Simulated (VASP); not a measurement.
Write the native input for VASP 6.6.1 that does the following.

```
Task                   : single point
Functional             : r2SCAN
Potentials or basis    : VASP PAW PBE potentials, release 64 (Lu, Si)
Cutoff                 : 520 eV
k mesh                 : 4 × 4 × 4
Occupations            : methfessel-paxton, width 0.1 eV
Spin                   : no spin polarisation
Dipole correction      : no
Further INCAR settings : ALGO = Normal; EDIFF = 1e-06; NBANDS = 48
```

The system is Lu3Si.

```
CELL_PARAMETERS angstrom
4.48649 -0.03026 0.05591
-0.03026 4.57576 -0.08497
0.05591 -0.08497 4.49375
ATOMIC_POSITIONS crystal
Lu 0.99870 0.49629 0.50755
Lu 0.49822 0.00944 0.47749
Lu 0.49870 0.50617 0.98457
Si 0.01427 0.99785 0.00806
```

These files were run (other wordings do the same):

POSCAR

```
Lu3Si
1.0
    4.4864874986     -0.0302593989      0.0559065107
   -0.0302593989      4.5757582162     -0.0849679129
    0.0559065107     -0.0849679129      4.4937453617
Lu Si
3 1
Direct
    0.9987000000      0.4962900000      0.5075500000
    0.4982200000      0.0094400000      0.4774900000
    0.4987000000      0.5061700000      0.9845700000
    0.0142700000      0.9978500000      0.0080600000
```

INCAR.step1

```
ALGO = Normal
EDIFF = 1E-4
ENCUT = 520
GGA = PE
ISMEAR = 1
LASPH = True
LCHARG = False
LREAL = False
LWAVE = True
NBANDS = 48
NELM = 60
PREC = Accurate
SIGMA = 0.1
```

INCAR.step2

```
ALGO = Normal
EDIFF = 1E-6
ENCUT = 520
ISIF = 2
ISMEAR = 1
ISTART = 1
LASPH = True
LCHARG = False
LMIXTAU = True
LREAL = False
LWAVE = False
METAGGA = R2SCAN
NBANDS = 48
NELM = 60
PREC = Accurate
SIGMA = 0.1
```

KPOINTS

```
k-points
0
Gamma
  4 4 4
```

Potentials or basis: VASP PAW PBE potentials, release 64 (Lu, Si).

Run with:

```sh
$ cat potpaw_PBE.64/Lu/POTCAR potpaw_PBE.64/Si/POTCAR > POTCAR
$ cp INCAR.step1 INCAR
$ mpirun -np 1 vasp_std > vasp.out
$ cp INCAR.step2 INCAR
$ mpirun -np 1 vasp_std > vasp.out
```

It gave:

The pressure is -0.2 GPa. The largest force is 0.480 eV/Å and the band gap on the k mesh is zero (an odd number of electrons rules out a gap without spin polarisation).

Caveat: the PAW data sets were made with another functional, which shifts forces and pressure a little; spin-orbit coupling is left out, which moves the levels of the heavy elements.

Run time: 4.7 min on 1 thread of Intel(R) Xeon(R) 6975P-C (Granite Rapids), on a shared host, peak memory 0.3 GiB.
